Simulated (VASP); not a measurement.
Set up this calculation in VASP 6.6.1, as the native input.

```yaml
Task: single point
Functional: PBE
Potentials_or_basis: VASP PAW PBE potentials, release 64 (Hf_pv, C)
Cutoff: 520 eV
k_mesh: 6 × 6 × 6
Occupations: gaussian, width 0.1 eV
Spin: no spin polarisation
Dipole_correction: no
Further_INCAR_settings: ALGO = Normal; EDIFF = 1e-07; NBANDS = 30
```

The structure of Hf4C lies in POSCAR:

```
Hf4C
1.0
   -3.1733487900      3.1733487900      1.9907952700
    3.1733487900     -3.1733487900      1.9907952700
    3.1733487900      3.1733487900     -1.9907952700
Hf C
4 1
Direct
    0.4000000100      0.2000000100      0.6000000200
    0.2000000100      0.5999999900      0.8000000000
    0.5999999900      0.7999999900      0.3999999800
    0.7999999900      0.4000000100      0.2000000000
    0.0000000000      0.0000000000      0.0000000000
```

The cell was generated, and may not be a known phase.

These files were run (other wordings do the same):

INCAR

```
PREC = Accurate ; ENCUT = 520
EDIFF = 1E-7 ; ISMEAR = 0
SIGMA = 0.1 ; LREAL = False
LASPH = True ; NELM = 100
ALGO = Normal ; ISIF = 2
LWAVE = False ; LCHARG = False
GGA = PE ; NBANDS = 30
```

KPOINTS

```
Automatic mesh
0
Gamma
  6 6 6
```

Potentials or basis: VASP PAW PBE potentials, release 64 (Hf_pv, C).

The run is started by

```bash
$ cat potpaw_PBE.64/Hf_pv/POTCAR potpaw_PBE.64/C/POTCAR > POTCAR
$ mpirun -np 1 vasp_std > vasp.out
```

It gave:

```yaml
Pressure: 23.2 GPa
Largest_force: 1.961 eV/Å
Band_gap_on_the_k_mesh: zero (bands 22 and 23 overlap by 0.89 eV)
```

Caveat: the stress differs along the axes, from 16 to 27 GPa; spin-orbit coupling is left out, which moves the levels of the heavy elements; forces of over 1 eV/Å act on the atoms, so gaps and moduli don't describe the material at rest.

It took 82 s on 1 thread of Intel(R) Xeon(R) 6975P-C (Granite Rapids), with other jobs on the host, peak memory 0.26 GiB.
